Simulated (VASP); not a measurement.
Here is a VASP 6.6.1 calculation.

Contents of INCAR:

```
PREC     = Accurate       # precision mode
ENCUT    = 520            # plane-wave cutoff, eV
EDIFF    = 1E-7           # SCF threshold, eV
ISMEAR   = 1              # smearing method
SIGMA    = 0.1            # smearing width, eV
LREAL    = False          # projectors in reciprocal space
LASPH    = True           # aspherical terms in the spheres
NELM     = 100            # most SCF steps
ALGO     = Normal         # electronic algorithm
ISIF     = 2              # what is computed and relaxed
LWAVE    = False          # write WAVECAR
LCHARG   = False          # write CHGCAR
GGA      = PS             # functional
NBANDS   = 12             # bands
```

Contents of KPOINTS:

```
Automatic mesh
0
Gamma
  15 15 8
```

Contents of POSCAR:

```
Sb
1.0
    3.3226975509      0.0000000000      0.0000000000
   -1.6613487754      2.8775404882      0.0000000000
    0.0000000000      0.0000000000      5.5242224381
Sb
2
Direct
    0.3333333333      0.6666666667      0.2500000000
    0.6666666667      0.3333333333      0.7500000000
```

Potentials or basis: VASP PAW PBE potentials, release 64 (Sb).

Run with:

```console
$ cat potpaw_PBE.64/Sb/POTCAR > POTCAR
$ mpirun -np 1 vasp_std > vasp.out
```

Question: What does it give for the band gap on the k mesh?

Answer: Zero (band 5 reaches 13.29 eV, above the bottom of band 6 at 5.30 eV).

Question: What does it give for the pressure?

Answer: -0.7 GPa.

Caveat: the PAW data sets were made with another functional, which shifts forces and pressure a little; spin-orbit coupling is left out, which moves the levels of the heavy elements.
